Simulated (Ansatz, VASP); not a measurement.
One calculation of V2SiN2, two programs

```
V Si N
1.0
     3.72449   -2.08239   -0.00283
     3.72449    2.08239   -0.00283
    -0.95305    0.00000    7.07305
V Si N
4 2 4
Direct
  0.28070 0.17934 0.65639
  0.44298 0.35296 0.14946
  0.82066 0.71930 0.34361
  0.64704 0.55702 0.85054
  0.09407 0.04113 0.23540
  0.95887 0.90593 0.76460
  0.32639 0.24383 0.39152
  0.17909 0.50504 0.89778
  0.75617 0.67361 0.60848
  0.49496 0.82091 0.10222
```

Change from the starting cell: the structure that the rattled cell fell into.

Alike in both runs: functional PBE; k mesh 6 × 6 × 4; occupations gaussian, width 0.1 eV; no spin polarisation.

Ansatz relaxed the structure, and its values are those at the end. VASP's run is a single point on that final structure, the one shown.

|  | VASP | Ansatz |
| --- | --- | --- |
| version | VASP 6.6.1 | Ansatz 0.2.0 |
| potentials or method | VASP PAW PBE potentials, release 64 (V_sv, Si, N), cutoff 520 eV | scalar-relativistic, plane waves, PAW |
| valence electrons in the cell | 80 | 80 |

VASP gave:

| Property | Result |
| --- | --- |
| gap on the k mesh at the Fermi level (eV) | none |
| pressure (GPa) | 0.4 |
| rms of the force components (eV/Å) | 0.017 |

**Question.** Estimate Ansatz's values.

**Answer.** gap on the k mesh at the Fermi level (eV): none; pressure (GPa): 0.0; rms of the force components (eV/Å): 0.014.

A gap of «none» marks a metal or a gap that the smearing closes. With one functional, cell and mesh, what is left measures potentials, basis and numerics.
